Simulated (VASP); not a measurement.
Set up this calculation in VASP 6.6.1, as the native input.

```yaml
Task: single point
Functional: PBE
Potentials_or_basis: VASP PAW PBE potentials, release 64 (Be, H)
Cutoff: 520 eV
k_mesh: 12 × 12 × 12
Occupations: gaussian, width 0.1 eV
Spin: no spin polarisation
Dipole_correction: no
Further_INCAR_settings: ALGO = Normal; EDIFF = 1e-06; NBANDS = 12
```

The structure of Be3H2 lies in POSCAR:

```
Be3H2
1.0
    1.3012846084      0.7512970190      6.0321142441
   -1.3012846084      0.7512970190      6.0321142441
    0.0000000000     -1.5025940379      6.0321142441
Be H
3 2
Direct
    0.0000000000      0.0000000000      0.0000000000
    0.2095000000      0.2095000000      0.2095000000
    0.7905000000      0.7905000000      0.7905000000
    0.4000000000      0.4000000000      0.4000000000
    0.6000000000      0.6000000000      0.6000000000
```

One way to write it, as run:

INCAR

```
SYSTEM = Be3H2
PREC = Accurate
ENCUT = 520
EDIFF = 1E-6
ISMEAR = 0
SIGMA = 0.1
LREAL = .False.
LASPH = .True.
NELM = 100
ALGO = Normal
ISIF = 2
LWAVE = .False.
LCHARG = .False.
GGA = PE
NBANDS = 12
```

KPOINTS

```
Automatic mesh
0
Gamma
  12 12 12
  0 0 0
```

Potentials or basis: VASP PAW PBE potentials, release 64 (Be, H).

Command:

```console
$ cat potpaw_PBE.64/Be/POTCAR potpaw_PBE.64/H/POTCAR > POTCAR
$ mpirun -np 1 vasp_std > vasp.out
```

Results of the run:

The pressure is -8.9 GPa and the largest force is 0.731 eV/Å. The band gap on the k mesh is zero (bands 4 and 5 overlap by 3.73 eV).

Caveat: the stress differs along the axes, from -12 to -3 GPa.

It took 6.9 min on 1 thread of Intel Xeon 8259CL (shared host), peak memory 0.34 GiB.
